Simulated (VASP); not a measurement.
# AlN (P6_3mc) in VASP: further runs, part 2 of 2

VASP 6.6.1. Earlier steps stand in the parts before.

**3. Single point, PBE**

This run uses another cell than the first one: it holds 8 atoms, not 16.

Contents of INCAR:

```
SYSTEM = AlN
PREC     = Accurate       ! precision mode
ENCUT    = 520            ! plane-wave cutoff, eV
EDIFF    = 1E-6           ! SCF threshold, eV
ISMEAR   = 0              ! smearing method
SIGMA    = 0.05           ! smearing width, eV
LREAL    = .FALSE.        ! projectors in reciprocal space
LASPH    = .TRUE.         ! aspherical terms in the spheres
NELM     = 60             ! most SCF steps
ALGO     = Normal         ! electronic algorithm
ISIF     = 2              ! what is computed and relaxed
LWAVE    = .FALSE.        ! write WAVECAR
LCHARG   = .FALSE.        ! write CHGCAR
GGA      = PE             ! functional
NBANDS   = 26             ! bands
```

Contents of KPOINTS:

```
regular mesh
0
G
  8 6 4
  0 0 0
```

Contents of POSCAR:

```
AlN
1.0
   -3.1302395625      0.0000000000      0.0000000000
    0.0000000000      0.0000000000     -5.0179796543
    0.0000000000     -5.4217339621      0.0000000000
Al N
4 4
Direct
    0.5000000000      0.9982712825      0.1666666667
    0.0000000000      0.9982712825      0.6666666667
    0.0000000000      0.4982712825      0.3333333333
    0.5000000000      0.4982712825      0.8333333333
    0.5000000000      0.6167287175      0.1666666667
    0.0000000000      0.6167287175      0.6666666667
    0.0000000000      0.1167287175      0.3333333333
    0.5000000000      0.1167287175      0.8333333333
```

Potentials or basis: VASP PAW PBE potentials, release 64 (Al, N).

Command:

```bash
> cat potpaw_PBE.64/Al/POTCAR potpaw_PBE.64/N/POTCAR > POTCAR
> mpirun -np 1 vasp_std > vasp.out
```

OUTCAR:

```text
SYSTEM = AlN
   PREC = Accurate
   ENCUT = 520
   EDIFF = 1E-6
   ISMEAR = 0
   LREAL = .FALSE.
   LASPH = .TRUE.
   NELM = 60
   ISIF = 2
   GGA = PE

 ion  position               nearest neighbor table
   1  0.500  0.998  0.167-   7 1.90   7 1.90   8 1.90   5 1.91   3 3.09   3 3.09   3 3.09   3 3.09
                             4 3.09   4 3.09   2 3.13   2 3.13   2 3.13   2 3.13
   2  0.000  0.998  0.667-   8 1.90   8 1.90   7 1.90   6 1.91   4 3.09   4 3.09   4 3.09   4 3.09
                             3 3.09   3 3.09   1 3.13   1 3.13   1 3.13   1 3.13
   3  0.000  0.498  0.333-   5 1.90   5 1.90   6 1.90   7 1.91   1 3.09   1 3.09   1 3.09   1 3.09
                             2 3.09   2 3.09   4 3.13   4 3.13   4 3.13   4 3.13
   4  0.500  0.498  0.833-   6 1.90   6 1.90   5 1.90   8 1.91   2 3.09   2 3.09   2 3.09   2 3.09
                             1 3.09   1 3.09   3 3.13   3 3.13   3 3.13   3 3.13
   5  0.500  0.617  0.167-   3 1.90   3 1.90   4 1.90   1 1.91
   6  0.000  0.617  0.667-   4 1.90   4 1.90   3 1.90   2 1.91
   7  0.000  0.117  0.333-   1 1.90   1 1.90   2 1.90   3 1.91
   8  0.500  0.117  0.833-   2 1.90   2 1.90   1 1.90   4 1.91

  LATTYP: Found a simple orthorhombic cell.
 ALAT       =     3.1302395625
 B/A-ratio  =     1.6030656933
 C/A-ratio  =     1.7320508076

  Lattice vectors:

 A1 = (  -3.1302395625,   0.0000000000,   0.0000000000)
 A2 = (   0.0000000000,   0.0000000000,  -5.0179796543)
 A3 = (   0.0000000000,  -5.4217339621,   0.0000000000)

Analysis of symmetry for initial positions (statically):
=====================================================================
 Subroutine PRICEL returns following result:

  LATTYP: Found a hexagonal cell.
 ALAT       =     3.1302395625
 C/A-ratio  =     1.6030656933

  Lattice vectors:

 A1 = (  -1.5651197812,  -2.7108669810,   0.0000000000)
 A2 = (  -1.5651197813,   2.7108669811,   0.0000000000)
 A3 = (   0.0000000000,   0.0000000000,  -5.0179796543)

   2 primitive cells build up your supercell.

 Routine SETGRP: Setting up the symmetry group for a
 simple orthorhombic supercell.

 Subroutine GETGRP returns: Found  4 space group operations
 (whereof  2 operations were pure point group operations)
 out of a pool of  8 trial point group operations.

The static configuration has the point symmetry C_1h.
 The point group associated with its full space group is C_2v.

Analysis of symmetry for dynamics (positions and initial velocities):
=====================================================================
 Subroutine PRICEL returns following result:

  LATTYP: Found a hexagonal cell.
 ALAT       =     3.1302395625
 C/A-ratio  =     1.6030656933

  Lattice vectors:

 A1 = (  -1.5651197812,  -2.7108669810,   0.0000000000)
 A2 = (  -1.5651197813,   2.7108669811,   0.0000000000)
 A3 = (   0.0000000000,   0.0000000000,  -5.0179796543)

   2 primitive cells build up your supercell.

 Routine SETGRP: Setting up the symmetry group for a
 simple orthorhombic supercell.

 Subroutine GETGRP returns: Found  4 space group operations
 (whereof  2 operations were pure point group operations)
 out of a pool of  8 trial point group operations.

[... 64 lines left out ...]
  0.250000  0.000000  0.000000      2.000000
  0.375000  0.000000  0.000000      2.000000
  0.500000  0.000000  0.000000      1.000000
  0.000000  0.166667  0.000000      2.000000
[... 16 lines left out ...]
  0.250000  0.000000  0.250000      4.000000
  0.375000  0.000000  0.250000      4.000000
 [... further k-points ...]
   k-points           NKPTS =     60   k-points in BZ     NKDIM =     60   number of bands    NBANDS=     26
   number of dos      NEDOS =    301   number of ions     NIONS =      8
   total plane-waves  NPLWV =  38400
   dimension x,y,z NGX =    24 NGY =   40 NGZ =   40
   dimension x,y,z NGXF=    48 NGYF=   80 NGZF=   80
   ions per type =               4   4
   NGX,Y,Z   is equivalent  to a cutoff of  12.75, 13.25, 12.27 a.u.
   NGXF,Y,Z  is equivalent  to a cutoff of  25.49, 26.50, 24.53 a.u.
 SYSTEM =  AlN
   PREC   = accura    normal or accurate (medium, high low for compatibility)
   ISTART =      0    job   : 0-new  1-cont  2-samecut
   ICHARG =      2    charge: 1-file 2-atom 10-const
   ISPIN  =      1    spin polarized calculation?
   LNONCOLLINEAR =      F non collinear calculations
   LSORBIT =      F    spin-orbit coupling
   LASPH  =      T    aspherical Exc in radial PAW
   ENCUT  =  520.0 eV  38.22 Ry    6.18 a.u.   5.82  9.33 10.08*2*pi/ulx,y,z
   NELM   =     60;   NELMIN=  2; NELMDL= -5     # of ELM steps
   EDIFF  = 0.1E-05   stopping-criterion for ELM
   LREAL  =      F    real-space projection
   EDIFFG = 0.1E-04   stopping-criterion for IOM
   NSW    =      0    number of steps for IOM
   IBRION =     -1    ionic relax: 0-MD 1-quasi-New 2-CG
   NFREE  =      0    steps in history (QN), initial steepest desc. (CG)
   ISIF   =      2    stress and relaxation
   ISYM   =      2    0-nonsym 1-usesym 2-fastsym
   POTIM  = 0.5000    time-step for ionic-motion
   TEBEG  =    0.0;   TEEND  =   0.0 temperature during run
   PSTRESS=    0.0 pullay stress
   NELECT =      32.0000    total number of electrons
   NUPDOWN=      -1.0000    fix difference up-down
   EMIN   =  10.00;   EMAX   =-10.00  energy-range for DOS
   EFERMI =   0.00;   METHOD = LEGACY
   ISMEAR =     0;   SIGMA  =   0.05  broadening in eV -4-tet -1-fermi 0-gaus
   EFERMI_NEDOS =   21; number of points for ismear=-14 and -15
   IALGO  =     38    algorithm
   IMIX   =      4    mixing-type and parameters
     AMIX     =   0.40;   BMIX     =  1.00
     AMIX_MAG =   1.60;   BMIX_MAG =  1.00
  volume/ion in A,a.u.               =      10.65        71.84
  Fermi-wavevector in a.u.,A,eV,Ry     =   1.181345  2.232418 18.987951  1.395575
  Thomas-Fermi vector in A             =   2.317620
   LORBIT       =      0    0 simple, 1 ext, 2 COOP (PROOUT), +10 PAW based schemes
   GGA     = PE    functional components
   LHFCALC =     F    Hartree Fock is set to
   AEXX    =    0.0000 exact exchange contribution
   IVDW    =     0    specifies the selected vdW correction
   LEPSILON=     F    determine dielectric tensor
   LRPA    =     F    only Hartree local field effects (RPA)
 non-spin polarized calculation
 Gauss-broadening in eV      SIGMA  =   0.05
  energy-cutoff  :      520.00
  volume of cell :       85.16
 maximum number of plane-waves:      2320
 NGX is ok and might be reduce to    24

 number of electron      31.9999994 magnetization

 Free energy of the ion-electron system (eV)
  ---------------------------------------------------
  ext. energy  EPLUGINS =         0.00000000
  ---------------------------------------------------
  free energy    TOTEN  =       -59.56091718 eV

  energy without entropy =      -59.56091718  energy(sigma->0) =      -59.56091718

 E-fermi :   6.1996     XC(G=0): -10.8269

 val. band max:        5.9645219300   @ k =   0.0000   0.0000   0.0000
 cond. band min:      10.0074456754   @ k =   0.0000   0.0000   0.0000
 fundamental gap:      4.0429237454
 Fermi energy:         6.1996112760

 k-point     1 :       0.0000    0.0000    0.0000
  band No.  band energies     occupation
      1      -9.1031      2.00000
      2      -7.1896      2.00000
      3      -7.0203      2.00000
      4      -6.5146      2.00000
      5       0.0589      2.00000
      6       0.5892      2.00000
[... 685 lines left out ...]
     25      16.6181      0.00000
     26      16.9072      0.00000

 [... further k-points ...]

------------------------ aborting loop because EDIFF is reached ----------------------------------------

  FORCE on cell =-STRESS in cart. coord.  units (eV):
  Direction    XX          YY          ZZ          XY          YZ          ZX
  --------------------------------------------------------------------------------------
  -------------------------------------------------------------------------------------
  Total       -0.1513795     -0.1523551     -0.1186851      0.0000000      0.0000000      0.0000000
  in kB       -2.8479544     -2.8663076     -2.2328627      0.0000000      0.0000000      0.0000000
  external PRESSURE =      -2.6490416 kB  Pullay stress =       0.0000000 kB

 VOLUME and BASIS-vectors are now :
 -----------------------------------------------------------------------------
  energy-cutoff  :      520.00
  volume of cell :       85.16
      direct lattice vectors                 reciprocal lattice vectors
    -3.130239562  0.000000000  0.000000000    -0.319464367  0.000000000  0.000000000
     0.000000000  0.000000000 -5.017979654     0.000000000  0.000000000 -0.199283391
     0.000000000 -5.421733962  0.000000000     0.000000000 -0.184442838  0.000000000

 POSITION                                       TOTAL-FORCE (eV/Angst)
 -----------------------------------------------------------------------------------
     -1.56512     -0.90362     -5.00930        -0.000000      0.000011      0.000601
      0.00000     -3.61449     -5.00930         0.000000      0.000011      0.000601
      0.00000     -1.80724     -2.50032         0.000000     -0.000011      0.000601
     -1.56512     -4.51811     -2.50032         0.000000     -0.000011      0.000601
     -1.56512     -0.90362     -3.09473         0.000000      0.000100     -0.000601
      0.00000     -3.61449     -3.09473        -0.000000      0.000100     -0.000601
      0.00000     -1.80724     -0.58574        -0.000000     -0.000100     -0.000601
     -1.56512     -4.51811     -0.58574        -0.000000     -0.000100     -0.000601
 -----------------------------------------------------------------------------------
    total drift:                               -0.000000      0.000001      0.001313

  FREE ENERGIE OF THE ION-ELECTRON SYSTEM (eV)
  ---------------------------------------------------
  free  energy   TOTEN  =       -59.5609171843 eV

  energy  without entropy=      -59.5609171843  energy(sigma->0) =      -59.56091718
```

Run time: 3.1 min. Hardware: 1 thread of AMD EPYC 7R13, shared host; peak memory 0.21 GiB.

Results:

- Free energy: -59.5609 eV
- Pressure: -0.3 GPa
- Band gap on the k mesh: 4.04 eV
